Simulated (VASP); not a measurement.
# Cs2FeBiO6 (Fm-3m) in VASP: single point with PBE

Aim: the single point of Cs2FeBiO6 with PBE.

All numbers are computed with VASP 6.6.1; they aren't measurements. Logs are shortened: lines on timing, memory, paths and dates and some standing lists are left out, and cuts for length are marked.

### Step 1. The cell of the first run

Symmetry: Fm-3m, No. 225, cubic system. The conventional cell has a = 8.493 Å, b = 8.493 Å, c = 8.493 Å, α = 90.00°, β = 90.00°, γ = 90.00°. Within 4.0 Å of Cs (site symmetry -43m) lie 12 O at 3.00 Å and 4 Bi at 3.68 Å and 4 Fe at 3.68 Å. Bi (site symmetry m-3m) has 6 O at 2.06 Å within 2.7 Å. Fe (site symmetry m-3m) has 6 O at 2.19 Å within 2.9 Å. O (site symmetry 4mm) has 1 Bi at 2.06 Å and 1 Fe at 2.19 Å within 2.7 Å.

### Step 2. Single point, PBE

File INCAR:

```
ALGO     = Normal         # electronic algorithm
EDIFF    = 1E-6           # SCF threshold, eV
ENCUT    = 520            # plane-wave cutoff, eV
GGA      = PE             # functional
ISIF     = 2              # what is computed and relaxed
ISMEAR   = 1              # smearing method
LASPH    = True           # aspherical terms in the spheres
LCHARG   = False          # write CHGCAR
LREAL    = False          # projectors in reciprocal space
LWAVE    = False          # write WAVECAR
NBANDS   = 50             # bands
NELECT   = 76.0         
NELM     = 100            # most SCF steps
PREC     = Accurate       # precision mode
SIGMA    = 0.0153         # smearing width, eV
```

File KPOINTS:

```
k-points
0
Gamma
  4 4 4
```

File POSCAR:

```
Cs2FeBiO6
1.0
    0.0000000000      4.2463480000      4.2463480000
    4.2463480000      0.0000000000      4.2463480000
    4.2463480000      4.2463480000      0.0000000000
Cs Bi Fe O
2 1 1 6
Direct
    0.2500000000      0.2500000000      0.2500000000
    0.7500000000      0.7500000000      0.7500000000
    0.0000000000      0.0000000000      0.0000000000
    0.5000000000      0.5000000000      0.5000000000
    0.7580000000      0.2420000000      0.2420000000
    0.2420000000      0.7580000000      0.2420000000
    0.2420000000      0.7580000000      0.7580000000
    0.7580000000      0.2420000000      0.7580000000
    0.2420000000      0.2420000000      0.7580000000
    0.7580000000      0.7580000000      0.2420000000
```

Potentials or basis: VASP PAW PBE potentials, release 64 (Cs_sv, Bi_d, Fe, O).

Launch:

```console
cat potpaw_PBE.64/Cs_sv/POTCAR potpaw_PBE.64/Bi_d/POTCAR potpaw_PBE.64/Fe/POTCAR potpaw_PBE.64/O/POTCAR > POTCAR
mpirun -np 1 vasp_std > vasp.out
```

OUTCAR:

```text
EDIFF = 1E-6
   ENCUT = 520
   GGA = PE
   ISIF = 2
   ISMEAR = 1
   LASPH = True
   LREAL = False
   NELECT = 76.0
   NELM = 100
   PREC = Accurate

 ion  position               nearest neighbor table
   1  0.250  0.250  0.250-
   2  0.750  0.750  0.750-
   3  0.000  0.000  0.000-   5 2.06   6 2.06   7 2.06   8 2.06   9 2.06  10 2.06
   4  0.500  0.500  0.500-   5 2.19   6 2.19   7 2.19   8 2.19   9 2.19  10 2.19
   5  0.758  0.242  0.242-   3 2.06   4 2.19
   6  0.242  0.758  0.242-   3 2.06   4 2.19
   7  0.242  0.758  0.758-   3 2.06   4 2.19
   8  0.758  0.242  0.758-   3 2.06   4 2.19
   9  0.242  0.242  0.758-   3 2.06   4 2.19
  10  0.758  0.758  0.242-   3 2.06   4 2.19

  LATTYP: Found a face centered cubic cell.
 ALAT       =     8.4926960000

  Lattice vectors:

 A1 = (   0.0000000000,   4.2463480000,   4.2463480000)
 A2 = (   4.2463480000,   0.0000000000,   4.2463480000)
 A3 = (   4.2463480000,   4.2463480000,   0.0000000000)

Analysis of symmetry for initial positions (statically):
=====================================================================
 Subroutine PRICEL returns:
 Original cell was already a primitive cell.

 Routine SETGRP: Setting up the symmetry group for a
 face centered cubic supercell.

 Subroutine GETGRP returns: Found 48 space group operations
 (whereof 48 operations were pure point group operations)
 out of a pool of 48 trial point group operations.

The static configuration has the point symmetry O_h .

Analysis of symmetry for dynamics (positions and initial velocities):
=====================================================================
 Subroutine PRICEL returns:
 Original cell was already a primitive cell.

 Routine SETGRP: Setting up the symmetry group for a
 face centered cubic supercell.

 Subroutine GETGRP returns: Found 48 space group operations
 (whereof 48 operations were pure point group operations)
 out of a pool of 48 trial point group operations.

The dynamic configuration has the point symmetry O_h .

 Subroutine INISYM returns: Found 48 space group operations
 (whereof 48 operations are pure point group operations),
 and found     1 'primitive' translations

----------------------------------------------------------------------------------------

                                     Primitive cell

  volume of cell :     153.1358

  direct lattice vectors                    reciprocal lattice vectors
     0.000000000  4.246348000  4.246348000    -0.117748239  0.117748239  0.117748239
     4.246348000  0.000000000  4.246348000     0.117748239 -0.117748239  0.117748239
     4.246348000  4.246348000  0.000000000     0.117748239  0.117748239 -0.117748239

  length of vectors
     6.005242932  6.005242932  6.005242932     0.203945933  0.203945933  0.203945933

  position of ions in fractional coordinates (direct lattice)
     0.250000000  0.250000000  0.250000000
     0.750000000  0.750000000  0.750000000
     0.000000000  0.000000000  0.000000000
     0.500000000  0.500000000  0.500000000
     0.758000000  0.242000000  0.242000000
     0.242000000  0.758000000  0.242000000
     0.242000000  0.758000000  0.758000000
     0.758000000  0.242000000  0.758000000
     0.242000000  0.242000000  0.758000000
     0.758000000  0.758000000  0.242000000

  ion indices of the primitive-cell ions
   primitive index   ion index
                 1           1
                 2           2
                 3           3
                 4           4
                 5           5
                 6           6
                 7           7
                 8           8
                 9           9
                10          10

----------------------------------------------------------------------------------------

 KPOINTS: k-points

Automatic generation of k-mesh.
 Grid dimensions read from file:
 generate k-points for:    4    4    4

 Generating k-lattice:

  Cartesian coordinates                     Fractional coordinates (reciprocal lattice)
    -0.029437060  0.029437060  0.029437060     0.250000000  0.000000000  0.000000000
     0.029437060 -0.029437060  0.029437060     0.000000000  0.250000000  0.000000000
     0.029437060  0.029437060 -0.029437060     0.000000000  0.000000000  0.250000000

  Length of vectors
     0.050986483  0.050986483  0.050986483

  Shift w.r.t. Gamma in fractional coordinates (k-lattice)
     0.000000000  0.000000000  0.000000000

 Subroutine IBZKPT returns following result:
 ===========================================

 Found      8 irreducible k-points:

 Following reciprocal coordinates:
            Coordinates               Weight
  0.000000  0.000000  0.000000      1.000000
  0.250000  0.000000  0.000000      8.000000
  0.500000  0.000000  0.000000      4.000000
  0.250000  0.250000  0.000000      6.000000
  0.500000  0.250000  0.000000     24.000000
 -0.250000  0.250000  0.000000     12.000000
  0.500000  0.500000  0.000000      3.000000
 -0.250000  0.500000  0.250000      6.000000
   k-points           NKPTS =      8   k-points in BZ     NKDIM =      8   number of bands    NBANDS=     50
   number of dos      NEDOS =    301   number of ions     NIONS =     10
   total plane-waves  NPLWV = 110592
   dimension x,y,z NGX =    48 NGY =   48 NGZ =   48
   dimension x,y,z NGXF=    96 NGYF=   96 NGZF=   96
   ions per type =               2   1   1   6
   NGX,Y,Z   is equivalent  to a cutoff of  13.29, 13.29, 13.29 a.u.
   NGXF,Y,Z  is equivalent  to a cutoff of  26.58, 26.58, 26.58 a.u.
 SYSTEM =  unknown system
   PREC   = accura    normal or accurate (medium, high low for compatibility)
   ISTART =      0    job   : 0-new  1-cont  2-samecut
   ICHARG =      2    charge: 1-file 2-atom 10-const
   ISPIN  =      1    spin polarized calculation?
   LNONCOLLINEAR =      F non collinear calculations
   LSORBIT =      F    spin-orbit coupling
   LASPH  =      T    aspherical Exc in radial PAW
   ENCUT  =  520.0 eV  38.22 Ry    6.18 a.u.  11.17 11.17 11.17*2*pi/ulx,y,z
   NELM   =    100;   NELMIN=  2; NELMDL= -5     # of ELM steps
   EDIFF  = 0.1E-05   stopping-criterion for ELM
   LREAL  =      F    real-space projection
   EDIFFG = 0.1E-04   stopping-criterion for IOM
   NSW    =      0    number of steps for IOM
   IBRION =     -1    ionic relax: 0-MD 1-quasi-New 2-CG
   NFREE  =      0    steps in history (QN), initial steepest desc. (CG)
   ISIF   =      2    stress and relaxation
   ISYM   =      2    0-nonsym 1-usesym 2-fastsym
   POTIM  = 0.5000    time-step for ionic-motion
   TEBEG  =    0.0;   TEEND  =   0.0 temperature during run
   PSTRESS=    0.0 pullay stress
   NELECT =      76.0000    total number of electrons
   NUPDOWN=      -1.0000    fix difference up-down
   EMIN   =  10.00;   EMAX   =-10.00  energy-range for DOS
   EFERMI =   0.00;   METHOD = LEGACY
   ISMEAR =     1;   SIGMA  =   0.02  broadening in eV -4-tet -1-fermi 0-gaus
   EFERMI_NEDOS =   21; number of points for ismear=-14 and -15
   IALGO  =     38    algorithm
   IMIX   =      4    mixing-type and parameters
     AMIX     =   0.40;   BMIX     =  1.00
     AMIX_MAG =   1.60;   BMIX_MAG =  1.00
  volume/ion in A,a.u.               =      15.31       103.34
  Fermi-wavevector in a.u.,A,eV,Ry     =   1.296146  2.449360 22.857697  1.679993
  Thomas-Fermi vector in A             =   2.427620
   LORBIT       =      0    0 simple, 1 ext, 2 COOP (PROOUT), +10 PAW based schemes
   GGA     = PE    functional components
   LHFCALC =     F    Hartree Fock is set to
   AEXX    =    0.0000 exact exchange contribution
   IVDW    =     0    specifies the selected vdW correction
   LEPSILON=     F    determine dielectric tensor
   LRPA    =     F    only Hartree local field effects (RPA)
 non-spin polarized calculation
 Methfessel and Paxton  Order N= 1 SIGMA  =   0.02
  energy-cutoff  :      520.00
  volume of cell :      153.14
 maximum number of plane-waves:      4156
 NGX is ok and might be reduce to    48
   NGX = 23   NGY = 23   NGZ = 23

 number of electron      76.0000000 magnetization

 Free energy of the ion-electron system (eV)
  ---------------------------------------------------
  ext. energy  EPLUGINS =         0.00000000
  ---------------------------------------------------
  free energy    TOTEN  =       -50.84555516 eV

  energy without entropy =      -50.84536907  energy(sigma->0) =      -50.84549313

 E-fermi :   1.8749     XC(G=0): -10.4962

 val. band max:        1.8740827726   @ k =   0.5000   0.0000   0.0000
 cond. band min:       1.8960765941   @ k =  -0.2500   0.2500   0.0000
 fundamental gap:      0.0219938215
 Fermi energy:         1.8749394782

 k-point     1 :       0.0000    0.0000    0.0000
  band No.  band energies     occupation
      1     -20.2743      2.00000
      2     -20.2743      2.00000
      3     -19.5994      2.00000
      4     -19.5994      2.00000
      5     -19.5994      2.00000
      6     -16.7498      2.00000
[... 42 lines left out ...]
     49      10.7589      0.00000
     50      12.2746      0.00000

 k-point     2 :       0.2500    0.0000    0.0000
  band No.  band energies     occupation
      1     -20.2750      2.00000
      2     -20.2750      2.00000
      3     -19.6000      2.00000
      4     -19.5992      2.00000
      5     -19.5992      2.00000
      6     -16.5764      2.00000
[... 42 lines left out ...]
     49      11.3294      0.00000
     50      12.3966      0.00000

 k-point     3 :       0.5000    0.0000    0.0000
  band No.  band energies     occupation
      1     -20.2757      2.00000
      2     -20.2757      2.00000
      3     -19.6006      2.00000
      4     -19.5990      2.00000
      5     -19.5990      2.00000
      6     -16.2600      2.00000
[... 254 lines left out ...]
     49      12.1072      0.00000
     50      12.3702      0.00000

 k-point     8 :      -0.2500    0.5000    0.2500
  band No.  band energies     occupation
      1     -20.2790      2.00000
      2     -20.2749      2.00000
      3     -19.6001      2.00000
      4     -19.6001      2.00000
      5     -19.5987      2.00000
      6     -15.9184      2.00000
[... 42 lines left out ...]
     49      11.6561      0.00000
     50      12.1088      0.00000

------------------------ aborting loop because EDIFF is reached ----------------------------------------

  FORCE on cell =-STRESS in cart. coord.  units (eV):
  Direction    XX          YY          ZZ          XY          YZ          ZX
  --------------------------------------------------------------------------------------
  -------------------------------------------------------------------------------------
  Total       -7.6805392     -7.6805392     -7.6805392     -0.0000000      0.0000000     -0.0000000
  in kB      -80.3573392    -80.3573392    -80.3573392     -0.0000000      0.0000000     -0.0000000
  external PRESSURE =     -80.3573392 kB  Pullay stress =       0.0000000 kB

 VOLUME and BASIS-vectors are now :
 -----------------------------------------------------------------------------
  energy-cutoff  :      520.00
  volume of cell :      153.14
      direct lattice vectors                 reciprocal lattice vectors
     0.000000000  4.246348000  4.246348000    -0.117748239  0.117748239  0.117748239
     4.246348000  0.000000000  4.246348000     0.117748239 -0.117748239  0.117748239
     4.246348000  4.246348000  0.000000000     0.117748239  0.117748239 -0.117748239

 POSITION                                       TOTAL-FORCE (eV/Angst)
 -----------------------------------------------------------------------------------
      2.12317      2.12317      2.12317        -0.000000      0.000000     -0.000000
      6.36952      6.36952      6.36952         0.000000      0.000000      0.000000
      0.00000      0.00000      0.00000        -0.000000      0.000000      0.000000
      4.24635      4.24635      4.24635        -0.000000      0.000000      0.000000
      2.05523      4.24635      4.24635         3.199162      0.000000      0.000000
      4.24635      2.05523      4.24635        -0.000000      3.199162      0.000000
      6.43746      4.24635      4.24635        -3.199162      0.000000      0.000000
      4.24635      6.43746      4.24635        -0.000000     -3.199162      0.000000
      4.24635      4.24635      2.05523        -0.000000      0.000000      3.199162
      4.24635      4.24635      6.43746        -0.000000      0.000000     -3.199162
 -----------------------------------------------------------------------------------
    total drift:                                0.000000      0.000000      0.000000

  FREE ENERGIE OF THE ION-ELECTRON SYSTEM (eV)
  ---------------------------------------------------
  free  energy   TOTEN  =       -50.8455551577 eV

  energy  without entropy=      -50.8453690724  energy(sigma->0) =      -50.84549313
```

Run time: 2.5 min. Hardware: 1 thread of AMD EPYC 7R43 (Zen 3), shared host; peak memory 0.32 GiB.

What came out:

* Free energy: -50.8456 eV
* Largest force: 3.199 eV/Å

Forces on the atoms (eV/Å):
```
Cs   0.000  0.000  0.000
Cs   0.000  0.000  0.000
Bi   0.000  0.000  0.000
Fe   0.000  0.000  0.000
O    3.199  0.000  0.000
O    0.000  3.199  0.000
O   -3.199  0.000  0.000
O    0.000 -3.199  0.000
O    0.000  0.000  3.199
O    0.000  0.000 -3.199
```

Caveat: the cell carries a net charge on a neutralising background, which shifts energy and pressure; the cell is charged against a uniform background, so pressure and absolute levels hang on convention; spin-orbit coupling is left out, which moves the levels of the heavy elements; the run has no spin polarisation, though such a crystal can be magnetic; semilocal functionals often make such compounds metallic where correlation or magnetic order opens a gap, which also shifts bond lengths; forces of over 1 eV/Å act on the atoms, so gaps and moduli don't describe the material at rest. Spin polarisation is off, so any magnetic state and its effect on volume and gap are missing.
